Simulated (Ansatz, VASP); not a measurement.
## Pt: VASP beside Ansatz

```
Pt
1.0
     0.00000    1.98361    1.98361
     1.98361    0.00000    1.98361
     1.98361    1.98361    0.00000
Pt
1
Direct
  0.00000 0.00000 0.00000
```

Alike in both runs: functional PBE; k mesh 8 × 8 × 8; occupations gaussian, width 0.1 eV; no spin polarisation.

Ansatz relaxed the structure, and its values are those at the end. VASP's run is a single point on that final structure, the one shown.

|  | VASP | Ansatz |
| --- | --- | --- |
| version | VASP 6.6.1 | Ansatz 0.2.0 |
| potentials or method | VASP PAW PBE potentials, release 64 (Pt), cutoff 500 eV | scalar-relativistic, plane waves, PAW |
| valence electrons in the cell | 10 | 18 |

Ansatz gave:

* gap on the k mesh at the Fermi level (eV): none
* pressure (GPa): -0.1

Which values does VASP return?

gap on the k mesh at the Fermi level (eV): none; pressure (GPa): -0.6.

A gap of «none» marks a metal or a gap that the smearing closes. VASP's potentials hold 10 valence electrons a cell and Ansatz's 18, so a difference there can come from the potentials and not from the codes.

Neither program's run includes spin-orbit coupling.
